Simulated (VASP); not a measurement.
# TiSe2 (P-3m1) in VASP: further runs

TiSe2 is run at these levels: PBEsol; tasks: single point.

Program: VASP 6.6.1. These are calculated values, not measurements. Logs are shortened: lines on timing, memory, paths and dates and some standing lists are left out, and cuts for length are marked.

**1. The cell of the first run**

Symmetry: P-3m1, No. 164, trigonal system. Conventional cell: a = 3.536 Å, b = 3.536 Å, c = 6.004 Å, α = 90.00°, β = 90.00°, γ = 120.00°. Within 3.4 Å of Ti (site symmetry -3m) lie 6 Se at 2.55 Å. Within 3.4 Å of Se (site symmetry 3m) lie 3 Ti at 2.55 Å.

**2. Single point, PBEsol**

Contents of INCAR:

```
PREC = Accurate
ENCUT = 500
EDIFF = 1E-6
ISMEAR = 1
SIGMA = 0.2
LREAL = False
LASPH = True
NELM = 120
ALGO = Normal
ISIF = 2
LWAVE = False
LCHARG = False
GGA = PS
NBANDS = 19
GGA_COMPAT = False
```

Contents of KPOINTS:

```
regular mesh
0
Gamma
  3 3 2
```

Contents of POSCAR:

```
TiSe2
1.0
    3.5360000000      0.0000000000      0.0000000000
   -1.7680000000      3.0622658278      0.0000000000
    0.0000000000      0.0000000000      6.0040000000
Ti Se
1 2
Direct
    0.0000000000      0.0000000000      0.0000000000
    0.3333333333      0.6666666667      0.2552000000
    0.6666666667      0.3333333333      0.7448000000
```

Potentials or basis: VASP PAW PBE potentials, release 64 (Ti_sv, Se).

Command:

```console
$ cat potpaw_PBE.64/Ti_sv/POTCAR potpaw_PBE.64/Se/POTCAR > POTCAR
$ mpirun -np 1 vasp_std > vasp.out
```

OUTCAR:

```text
PREC = Accurate
   ENCUT = 500
   EDIFF = 1E-6
   ISMEAR = 1
   LREAL = False
   LASPH = True
   NELM = 120
   ISIF = 2
   GGA = PS

 ion  position               nearest neighbor table
   1  0.000  0.000  0.000-   2 2.55   3 2.55   3 2.55   2 2.55   3 2.55   2 2.55
   2  0.333  0.667  0.255-   1 2.55   1 2.55   1 2.55
   3  0.667  0.333  0.745-   1 2.55   1 2.55   1 2.55

  LATTYP: Found a hexagonal cell.
 ALAT       =     3.5360000000
 C/A-ratio  =     1.6979638009

  Lattice vectors:

 A1 = (   3.5360000000,   0.0000000000,   0.0000000000)
 A2 = (  -1.7680000000,   3.0622658278,   0.0000000000)
 A3 = (   0.0000000000,   0.0000000000,   6.0040000000)

Analysis of symmetry for initial positions (statically):
=====================================================================
 Subroutine PRICEL returns:
 Original cell was already a primitive cell.

 Routine SETGRP: Setting up the symmetry group for a
 hexagonal supercell.

 Subroutine GETGRP returns: Found 12 space group operations
 (whereof 12 operations were pure point group operations)
 out of a pool of 24 trial point group operations.

The static configuration has the point symmetry D_3d.

Analysis of symmetry for dynamics (positions and initial velocities):
=====================================================================
 Subroutine PRICEL returns:
 Original cell was already a primitive cell.

 Routine SETGRP: Setting up the symmetry group for a
 hexagonal supercell.

 Subroutine GETGRP returns: Found 12 space group operations
 (whereof 12 operations were pure point group operations)
 out of a pool of 24 trial point group operations.

The dynamic configuration has the point symmetry D_3d.

 Subroutine INISYM returns: Found 12 space group operations
 (whereof 12 operations are pure point group operations),
 and found     1 'primitive' translations

----------------------------------------------------------------------------------------

                                     Primitive cell

  volume of cell :      65.0123

  direct lattice vectors                    reciprocal lattice vectors
     3.536000000  0.000000000  0.000000000     0.282805430  0.163277791  0.000000000
    -1.768000000  3.062265828  0.000000000     0.000000000  0.326555582  0.000000000
     0.000000000  0.000000000  6.004000000     0.000000000  0.000000000  0.166555630

  length of vectors
     3.536000000  3.536000000  6.004000000     0.326555582  0.326555582  0.166555630

  position of ions in fractional coordinates (direct lattice)
     0.000000000  0.000000000  0.000000000
     0.333333333  0.666666667  0.255200000
     0.666666667  0.333333333  0.744800000

  ion indices of the primitive-cell ions
   primitive index   ion index
                 1           1
                 2           2
                 3           3

----------------------------------------------------------------------------------------

 KPOINTS: regular mesh

Automatic generation of k-mesh.
 Grid dimensions read from file:
 generate k-points for:    3    3    2

 Generating k-lattice:

  Cartesian coordinates                     Fractional coordinates (reciprocal lattice)
     0.094268477  0.054425930  0.000000000     0.333333333  0.000000000  0.000000000
     0.000000000  0.108851861  0.000000000     0.000000000  0.333333333  0.000000000
     0.000000000  0.000000000  0.083277815     0.000000000  0.000000000  0.500000000

  Length of vectors
     0.108851861  0.108851861  0.083277815

  Shift w.r.t. Gamma in fractional coordinates (k-lattice)
     0.000000000  0.000000000  0.000000000

 Subroutine IBZKPT returns following result:
 ===========================================

 Found      6 irreducible k-points:

 Following reciprocal coordinates:
            Coordinates               Weight
  0.000000  0.000000  0.000000      1.000000
  0.333333 -0.000000  0.000000      6.000000
  0.333333  0.333333  0.000000      2.000000
  0.000000  0.000000  0.500000      1.000000
  0.333333 -0.000000  0.500000      6.000000
  0.333333  0.333333  0.500000      2.000000
   k-points           NKPTS =      6   k-points in BZ     NKDIM =      6   number of bands    NBANDS=     19
   number of dos      NEDOS =    301   number of ions     NIONS =      3
   total plane-waves  NPLWV =  37632
   dimension x,y,z NGX =    28 NGY =   28 NGZ =   48
   dimension x,y,z NGXF=    56 NGYF=   56 NGZF=   96
   ions per type =               1   2
   NGX,Y,Z   is equivalent  to a cutoff of  13.16, 13.16, 13.29 a.u.
   NGXF,Y,Z  is equivalent  to a cutoff of  26.33, 26.33, 26.58 a.u.
 SYSTEM =  unknown system
   PREC   = accura    normal or accurate (medium, high low for compatibility)
   ISTART =      0    job   : 0-new  1-cont  2-samecut
   ICHARG =      2    charge: 1-file 2-atom 10-const
   ISPIN  =      1    spin polarized calculation?
   LNONCOLLINEAR =      F non collinear calculations
   LSORBIT =      F    spin-orbit coupling
   LASPH  =      T    aspherical Exc in radial PAW
   ENCUT  =  500.0 eV  36.75 Ry    6.06 a.u.   6.45  6.45 10.95*2*pi/ulx,y,z
   NELM   =    120;   NELMIN=  2; NELMDL= -5     # of ELM steps
   EDIFF  = 0.1E-05   stopping-criterion for ELM
   LREAL  =      F    real-space projection
   EDIFFG = 0.1E-04   stopping-criterion for IOM
   NSW    =      0    number of steps for IOM
   IBRION =     -1    ionic relax: 0-MD 1-quasi-New 2-CG
   NFREE  =      0    steps in history (QN), initial steepest desc. (CG)
   ISIF   =      2    stress and relaxation
   ISYM   =      2    0-nonsym 1-usesym 2-fastsym
   POTIM  = 0.5000    time-step for ionic-motion
   TEBEG  =    0.0;   TEEND  =   0.0 temperature during run
   PSTRESS=    0.0 pullay stress
   NELECT =      24.0000    total number of electrons
   NUPDOWN=      -1.0000    fix difference up-down
   EMIN   =  10.00;   EMAX   =-10.00  energy-range for DOS
   EFERMI =   0.00;   METHOD = LEGACY
   ISMEAR =     1;   SIGMA  =   0.20  broadening in eV -4-tet -1-fermi 0-gaus
   EFERMI_NEDOS =   21; number of points for ismear=-14 and -15
   IALGO  =     38    algorithm
   IMIX   =      4    mixing-type and parameters
     AMIX     =   0.40;   BMIX     =  1.00
     AMIX_MAG =   1.60;   BMIX_MAG =  1.00
  volume/ion in A,a.u.               =      21.67       146.24
  Fermi-wavevector in a.u.,A,eV,Ry     =   1.174393  2.219280 18.765127  1.379198
  Thomas-Fermi vector in A             =   2.310790
   LORBIT       =      0    0 simple, 1 ext, 2 COOP (PROOUT), +10 PAW based schemes
   GGA     = PS    functional components
   LHFCALC =     F    Hartree Fock is set to
   AEXX    =    0.0000 exact exchange contribution
   IVDW    =     0    specifies the selected vdW correction
   LEPSILON=     F    determine dielectric tensor
   LRPA    =     F    only Hartree local field effects (RPA)
 non-spin polarized calculation
 Methfessel and Paxton  Order N= 1 SIGMA  =   0.20
  energy-cutoff  :      500.00
  volume of cell :       65.01
 maximum number of plane-waves:      1662
 NGX is ok and might be reduce to    28
   NGX = 13   NGY = 13   NGZ = 21

 number of electron      24.0000001 magnetization

 Free energy of the ion-electron system (eV)
  ---------------------------------------------------
  ext. energy  EPLUGINS =         0.00000000
  ---------------------------------------------------
  free energy    TOTEN  =       -19.12073451 eV

  energy without entropy =      -19.08801482  energy(sigma->0) =      -19.10982794

 E-fermi :   4.8690     XC(G=0): -10.1681

 val. band max:        3.6574958549   @ k =   0.3333  -0.0000   0.5000
 cond. band min:       4.8702413339   @ k =   0.3333  -0.0000   0.5000
 fundamental gap:      1.2127454790
 Fermi energy:         4.8689710603

 k-point     1 :       0.0000    0.0000    0.0000
  band No.  band energies     occupation
      1     -52.4752      2.00000
      2     -28.8544      2.00000
      3     -28.7867      2.00000
      4     -28.7867      2.00000
      5      -9.3059      2.00000
      6      -7.8735      2.00000
[... 11 lines left out ...]
     18      10.2234      0.00000
     19      10.3568      0.00000

 k-point     2 :       0.3333   -0.0000    0.0000
  band No.  band energies     occupation
      1     -52.4693      2.00000
      2     -28.8562      2.00000
      3     -28.8389      2.00000
      4     -28.8024      2.00000
      5      -8.2984      2.00000
      6      -7.5993      2.00000
[... 11 lines left out ...]
     18      11.3102      0.00000
     19      11.7504      0.00000

 k-point     3 :       0.3333    0.3333    0.0000
  band No.  band energies     occupation
      1     -52.4664      2.00000
      2     -28.8502      2.00000
      3     -28.8502      2.00000
      4     -28.8318      2.00000
      5      -7.5395      2.00000
      6      -7.5395      2.00000
[... 11 lines left out ...]
     18      10.3362      0.00000
     19      13.8342      0.00000

 k-point     4 :       0.0000    0.0000    0.5000
  band No.  band energies     occupation
      1     -52.4752      2.00000
      2     -28.8544      2.00000
      3     -28.7867      2.00000
      4     -28.7867      2.00000
      5      -8.9048      2.00000
      6      -8.4536      2.00000
[... 11 lines left out ...]
     18      10.7016      0.00000
     19      12.1137      0.00000

 k-point     5 :       0.3333   -0.0000    0.5000
  band No.  band energies     occupation
      1     -52.4693      2.00000
      2     -28.8562      2.00000
      3     -28.8390      2.00000
      4     -28.8024      2.00000
      5      -8.0450      2.00000
      6      -7.8868      2.00000
[... 11 lines left out ...]
     18      10.6757      0.00000
     19      11.1615      0.00000

 k-point     6 :       0.3333    0.3333    0.5000
  band No.  band energies     occupation
      1     -52.4664      2.00000
      2     -28.8502      2.00000
      3     -28.8502      2.00000
      4     -28.8319      2.00000
      5      -7.5358      2.00000
      6      -7.5358      2.00000
[... 11 lines left out ...]
     18      11.6262      0.00000
     19      11.6262      0.00000

------------------------ aborting loop because EDIFF is reached ----------------------------------------

  FORCE on cell =-STRESS in cart. coord.  units (eV):
  Direction    XX          YY          ZZ          XY          YZ          ZX
  --------------------------------------------------------------------------------------
  -------------------------------------------------------------------------------------
  Total       -0.9667958     -0.9667958     -0.0415717     -0.0000000     -0.0000000      0.0000000
  in kB      -23.8259111    -23.8259111     -1.0245006     -0.0000000     -0.0000000      0.0000000
  external PRESSURE =     -16.2254409 kB  Pullay stress =       0.0000000 kB

 VOLUME and BASIS-vectors are now :
 -----------------------------------------------------------------------------
  energy-cutoff  :      500.00
  volume of cell :       65.01
      direct lattice vectors                 reciprocal lattice vectors
     3.536000000  0.000000000  0.000000000     0.282805430  0.163277791  0.000000000
    -1.768000000  3.062265828  0.000000000     0.000000000  0.326555582  0.000000000
     0.000000000  0.000000000  6.004000000     0.000000000  0.000000000  0.166555630

 POSITION                                       TOTAL-FORCE (eV/Angst)
 -----------------------------------------------------------------------------------
      0.00000      0.00000      0.00000         0.000000      0.000000      0.000000
     -0.00000      2.04151      1.53222         0.000000      0.000000     -0.018937
      1.76800      1.02076      4.47178        -0.000000      0.000000      0.018937
 -----------------------------------------------------------------------------------
    total drift:                                0.000000     -0.000000     -0.000000

  FREE ENERGIE OF THE ION-ELECTRON SYSTEM (eV)
  ---------------------------------------------------
  free  energy   TOTEN  =       -19.1207345073 eV

  energy  without entropy=      -19.0880148194  energy(sigma->0) =      -19.10982794
```

Wall time 29 s (1 thread of Intel Xeon 8259CL, shared host); peak memory 0.18 GiB.

What came out:

* Free energy: -19.1207 eV
* Pressure: -1.6 GPa
* Largest force: 0.019 eV/Å
* Band gap on the k mesh: zero (bands 12 and 13 overlap by 0.27 eV)

Forces in eV/Å, atoms in the order of the input:
```
Ti   0.000  0.000  0.000
Se   0.000  0.000 -0.019
Se   0.000  0.000  0.019
```

Stress tensor (GPa, compression positive):
```
-2.38  0.00  0.00
 0.00 -2.38  0.00
 0.00  0.00 -0.10
```

Levels at points of the mesh, in eV from the Fermi level:
```tsv
k point	band 9	band 10	band 11	band 12	band 13	band 14	band 15	band 16
(0.00, 0.00, 0.00)	-2.44	0.01	0.27	0.27	0.39	0.39	0.53	3.22
(0.00, 0.00, 0.50)	-2.38	-2.38	0.05	0.05	0.38	0.38	1.11	3.55
```

Caveat: the k points lie up to 0.68 Å⁻¹ apart; the PAW data sets were made with another functional, which shifts forces and pressure a little; this functional lacks dispersion, which binds layers or chains, so the pressure and a relaxed spacing across them are unreliable.

**3. Single point, PBEsol**

Contents of INCAR:

```
ALGO = Normal
EDIFF = 1E-6
ENCUT = 500
GGA = PS
GGA_COMPAT = F
ISIF = 2
ISMEAR = 1
LASPH = T
LCHARG = T
LELF = T
LREAL = F
LVHAR = T
LWAVE = F
NBANDS = 19
NELM = 120
PREC = Accurate
SIGMA = 0.2
```

Contents of KPOINTS:

```
k-points
0
Gamma
  4 4 2
```

POSCAR is that of step 2.

Potentials or basis: VASP PAW PBE potentials, release 64 (Ti_sv, Se).

Command:

```console
$ cat potpaw_PBE.64/Ti_sv/POTCAR potpaw_PBE.64/Se/POTCAR > POTCAR
$ mpirun -np 1 vasp_std > vasp.out
```

Wall time 35 s (1 thread of Intel Xeon 8259CL, shared host); peak memory 0.18 GiB.

It converged, with:

```yaml
Free_energy: -19.3480 eV
Pressure: -2.3 GPa
Largest_force: 0.049 eV/Å
Band_gap_on_the_k_mesh: zero (bands 12 and 13 overlap by 0.63 eV)
```

Forces in eV/Å, atoms in the order of the input:
```
Ti   0.000  0.000  0.000
Se   0.000  0.000  0.049
Se   0.000  0.000 -0.049
```

Stress tensor (GPa, compression positive):
```
-3.24  0.00  0.00
 0.00 -3.24  0.00
 0.00  0.00 -0.28
```

Levels at points of the mesh, in eV from the Fermi level:
```csv
k point,band 8,band 9,band 10,band 11,band 12,band 13,band 14,band 15,band 16,band 17
"(0.00, 0.00, 0.00)",-2.43,-2.43,0.06,0.34,0.34,0.35,0.35,0.52,3.22,3.22
"(0.50, 0.00, 0.00)",-3.94,-2.89,-2.85,-2.41,-1.53,-0.03,1.26,1.64,3.10,3.56
"(0.00, 0.00, 0.50)",-2.75,-2.38,-2.38,0.12,0.12,0.34,0.34,1.10,3.55,3.55
"(0.50, 0.00, 0.50)",-4.73,-2.83,-2.62,-1.34,-1.13,-0.29,1.26,1.61,3.01,3.79
```

Caveat: the k points lie up to 0.52 Å⁻¹ apart, too coarse for converged energies and pressures of a metal; the PAW data sets were made with another functional, which shifts forces and pressure a little; this functional lacks dispersion, which binds layers or chains, so the pressure and a relaxed spacing across them are unreliable.

**4. Single point, PBEsol**

Contents of INCAR:

```
ALGO = Normal
EDIFF = 1E-6
ENCUT = 500
GGA = PS
GGA_COMPAT = False
ISIF = 2
ISMEAR = 1
LASPH = True
LCHARG = True
LELF = True
LREAL = False
LVHAR = True
LWAVE = False
NBANDS = 19
NELM = 120
PREC = Accurate
SIGMA = 0.2
```

Contents of KPOINTS:

```
k-points
0
Gamma
  5 5 3
```

POSCAR is that of step 3.

Command:

```console
$ cat potpaw_PBE.64/Ti_sv/POTCAR potpaw_PBE.64/Se/POTCAR > POTCAR
$ mpirun -np 1 vasp_std > vasp.out
```

Wall time 42 s (1 thread of Intel Xeon 8259CL, shared host); peak memory 0.18 GiB.

The run converged. Its results:

```
Free energy            : -19.4111 eV
Pressure               : -2.3 GPa
Largest force          : 0.009 eV/Å
Band gap on the k mesh : zero (bands 12 and 13 overlap by 0.56 eV)
```

Forces in eV/Å, atoms in the order of the input:
```
Ti   0.000  0.000  0.000
Se   0.000  0.000 -0.009
Se   0.000  0.000  0.009
```

Stress tensor (GPa, compression positive):
```
-3.07  0.00  0.00
 0.00 -3.07  0.00
 0.00  0.00 -0.63
```

Levels at points of the mesh, in eV from the Fermi level:
```csv
k point,band 9,band 10,band 11,band 12,band 13,band 14,band 15,band 16
"(0.00, 0.00, 0.00)",-2.32,0.19,0.45,0.45,0.47,0.47,0.62,3.33
```

Caveat: the k points lie up to 0.41 Å⁻¹ apart, too coarse for converged energies and pressures of a metal; the PAW data sets were made with another functional, which shifts forces and pressure a little; this functional lacks dispersion, which binds layers or chains, so the pressure and a relaxed spacing across them are unreliable.

**5. Single point, PBEsol**

Contents of INCAR:

```
SYSTEM = TiSe2
PREC = Accurate
ENCUT = 500
EDIFF = 1E-6
ISMEAR = 1
SIGMA = 0.2
LREAL = .False.
LASPH = .True.
NELM = 120
ALGO = Normal
ISIF = 2
LWAVE = .False.
LCHARG = .False.
GGA = PS
NBANDS = 19
GGA_COMPAT = .False.
```

Contents of KPOINTS:

```
Automatic mesh
0
Gamma
  6 6 3
  0 0 0
```

POSCAR is that of step 4.

Command:

```console
$ cat potpaw_PBE.64/Ti_sv/POTCAR potpaw_PBE.64/Se/POTCAR > POTCAR
$ mpirun -np 1 vasp_std > vasp.out
```

Run time: 52 s. Hardware: 1 thread of Intel Xeon 8259CL, shared host; peak memory 0.19 GiB.

The run converged. Its results:

```
Free energy            : -19.4298 eV
Pressure               : -2.2 GPa
Largest force          : 0.049 eV/Å
Band gap on the k mesh : zero (bands 12 and 13 overlap by 0.52 eV)
```

Forces on the atoms (eV/Å):
```
Ti   0.000  0.000  0.000
Se   0.000  0.000 -0.049
Se   0.000  0.000  0.049
```

Stress tensor (GPa, compression positive):
```
-2.85  0.00  0.00
 0.00 -2.85  0.00
 0.00  0.00 -0.88
```

Levels at points of the mesh, in eV from the Fermi level:
```tsv
k point	band 9	band 10	band 11	band 12	band 13	band 14	band 15	band 16
(0.00, 0.00, 0.00)	-2.30	0.21	0.46	0.46	0.49	0.49	0.63	3.35
(0.50, 0.00, 0.00)	-2.76	-2.71	-2.27	-1.39	0.08	1.36	1.74	3.21
```

Caveat: the PAW data sets were made with another functional, which shifts forces and pressure a little; this functional lacks dispersion, which binds layers or chains, so the pressure and a relaxed spacing across them are unreliable.

**6. Single point, PBEsol**

INCAR is that of step 5.

Contents of KPOINTS:

```
Automatic mesh
0
Gamma
  7 7 4
  0 0 0
```

POSCAR is that of step 5.

Potentials or basis: VASP PAW PBE potentials, release 64 (Ti_sv, Se).

Command:

```console
$ cat potpaw_PBE.64/Ti_sv/POTCAR potpaw_PBE.64/Se/POTCAR > POTCAR
$ mpirun -np 1 vasp_std > vasp.out
```

It took 66 s on 1 thread of Intel Xeon 8259CL, shared host; peak memory 0.19 GiB.

The run converged. Its results:

```
Free energy            : -19.4435 eV
Pressure               : -2.2 GPa
Largest force          : 0.062 eV/Å
Band gap on the k mesh : zero (bands 12 and 13 overlap by 0.56 eV)
```

Forces in eV/Å, atoms in the order of the input:
```
Ti   0.000  0.000  0.000
Se   0.000  0.000 -0.062
Se   0.000  0.000  0.062
```

Stress tensor (GPa, compression positive):
```
-2.80  0.00  0.00
 0.00 -2.80  0.00
 0.00  0.00 -1.02
```

Levels at points of the mesh, in eV from the Fermi level:
```tsv
k point	band 10	band 11	band 12	band 13	band 14	band 15
(0.00, 0.00, 0.00)	0.19	0.44	0.44	0.48	0.48	0.62
(0.00, 0.00, 0.50)	-2.26	0.26	0.26	0.43	0.43	1.20
```

Caveat: the PAW data sets were made with another functional, which shifts forces and pressure a little; this functional lacks dispersion, which binds layers or chains, so the pressure and a relaxed spacing across them are unreliable.

**7. Overview**

```tsv
k mesh	gap on the mesh (eV)	pressure (GPa)	largest force (eV/Å)
3 × 3 × 2	none	-1.6	0.02
4 × 4 × 2	none	-2.3	0.05
5 × 5 × 3	none	-2.3	0.01
6 × 6 × 3	none	-2.2	0.05
7 × 7 × 4	none	-2.2	0.06
```

Alike in all rows: task single point; level PBEsol; potentials or basis VASP PAW PBE potentials, release 64 (Ti_sv, Se); no spin polarisation; cell as given; cutoff (eV) 500; smearing methfessel-paxton 0.2 eV.

Caveats: some runs use coarse meshes; the PAW data sets were made with another functional, which shifts forces and pressure a little; this functional lacks dispersion, which binds layers or chains, so the pressure and a relaxed spacing across them are unreliable.

Absolute energies hang on the potentials; compare differences alone.

The gap in the log of VASP goes by the Fermi energy; the results here count the filled bands.